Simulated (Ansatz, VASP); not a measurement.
## One calculation of TiO2, two programs

INCAR

```
ALGO = Normal ; EDIFF = 1E-7
ENCUT = 520 ; GGA = PE
ISIF = 2 ; ISMEAR = 0
LASPH = T ; LCHARG = F
LREAL = F ; LWAVE = F
NBANDS = 60 ; NELM = 100
PREC = Accurate ; SIGMA = 0.05
```

Contents of KPOINTS:

```
k-points
0
Gamma
  7 7 3
```

POSCAR

```
TiO2
1.0
   -3.7992225376      0.0000000000      0.0000000000
    0.0000000000     -3.7992225376      0.0000000000
    0.0000000000      0.0000000000     11.6968968543
Ti O
4 8
Direct
    0.0000000000      1.0000000000      0.5181340495
    0.5000000000      0.5000000000      0.1036268099
    0.5000000000      0.0000000000      0.3108804297
    0.0000000000      0.5000000000      0.7253876693
    0.0000000000      0.0000000000      0.6893311154
    0.5000000000      0.5000000000      0.2748238758
    0.5000000000      0.0000000000      0.4820774956
    0.0000000000      0.5000000000      0.0675702560
    0.5000000000      0.0000000000      0.1396833638
    0.0000000000      0.5000000000      0.5541906034
    0.0000000000      0.0000000000      0.3469369836
    0.5000000000      0.5000000000      0.7614442232
```

Input for Ansatz:

```yaml
crystal:
  lattice:
    - [-3.7992225376, 0.0, 0.0]
    - [0.0, -3.7992225376, 0.0]
    - [0.0, 0.0, 11.6968968543]
  atoms:
    - { symbol: Ti, position: [0.0, 1.0, 0.5181340495] }
    - { symbol: Ti, position: [0.5, 0.5, 0.1036268099] }
    - { symbol: Ti, position: [0.5, 0.0, 0.3108804297] }
    - { symbol: Ti, position: [0.0, 0.5, 0.7253876693] }
    - { symbol: O, position: [0.0, 0.0, 0.6893311154] }
    - { symbol: O, position: [0.5, 0.5, 0.2748238758] }
    - { symbol: O, position: [0.5, 0.0, 0.4820774956] }
    - { symbol: O, position: [0.0, 0.5, 0.067570256] }
    - { symbol: O, position: [0.5, 0.0, 0.1396833638] }
    - { symbol: O, position: [0.0, 0.5, 0.5541906034] }
    - { symbol: O, position: [0.0, 0.0, 0.3469369836] }
    - { symbol: O, position: [0.5, 0.5, 0.7614442232] }
basis:
  ecutwfc: 420
kpoints:
  mp_grid: { grid: [7, 7, 3] }
hamiltonian:
  xc: pbe
scf:
  occupations: { method: gaussian, width: 0.05 }
output:
  forces: true
  stress: true
  eigenvalues: true
```

Alike in both runs: task single point; functional PBE; k mesh 7 × 7 × 3; occupations gaussian, width 0.05 eV; no spin polarisation.

|  | VASP | Ansatz |
| --- | --- | --- |
| version | VASP 6.6.1 | Ansatz 0.2.0 |
| potentials or method | VASP PAW PBE potentials, release 64 (Ti_sv, O), cutoff 520 eV | scalar-relativistic, plane waves, PAW |
| valence electrons in the cell | 96 | 96 |

```tsv
	VASP	Ansatz	Ansatz less VASP
gap on the k mesh at the Fermi level (eV)	1.66	1.68	+0.024
least direct gap on the mesh (eV)	2.06	2.08	+0.021
pressure (GPa)	-5.2	-5.7	-0.53
traceless stress, the component that is largest in VASP (GPa)	-8.50	-8.57	-0.069
rms of the force components (eV/Å)	0.347	0.357	+0.0101
```

Atom by atom the forces differ by 0.015 eV/Å (rms over components). With one functional, cell and mesh, what is left measures potentials, basis and numerics.
